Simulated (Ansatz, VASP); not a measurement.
## Two plane-wave programs on AsF

```
As F
1.0
     0.00000    2.70193    2.70193
     2.70193    0.00000    2.70193
     2.70193    2.70193    0.00000
As F
1 1
Direct
  0.00000 0.00000 0.00000
  0.75000 0.75000 0.75000
```

Alike in both runs: functional PBE; k mesh 6 × 6 × 6; occupations gaussian, width 0.1 eV; no spin polarisation.

Ansatz relaxed the structure, and its values are those at the end. VASP's run is a single point on that final structure, the one shown.

|  | VASP | Ansatz |
| --- | --- | --- |
| version | VASP 6.6.1 | Ansatz 0.2.0 |
| potentials or method | VASP PAW PBE potentials, release 64 (As, F), cutoff 520 eV | scalar-relativistic, plane waves, PAW |
| valence electrons in the cell | 12 | 22 |

|  | VASP | Ansatz | Ansatz less VASP |
| --- | --- | --- | --- |
| gap on the k mesh at the Fermi level (eV) | none | none | - |
| pressure (GPa) | -0.1 | 0.2 | +0.24 |

A gap of «none» marks a metal or a gap that the smearing closes. VASP's potentials hold 12 valence electrons a cell and Ansatz's 22, so a difference there can come from the potentials and not from the codes.
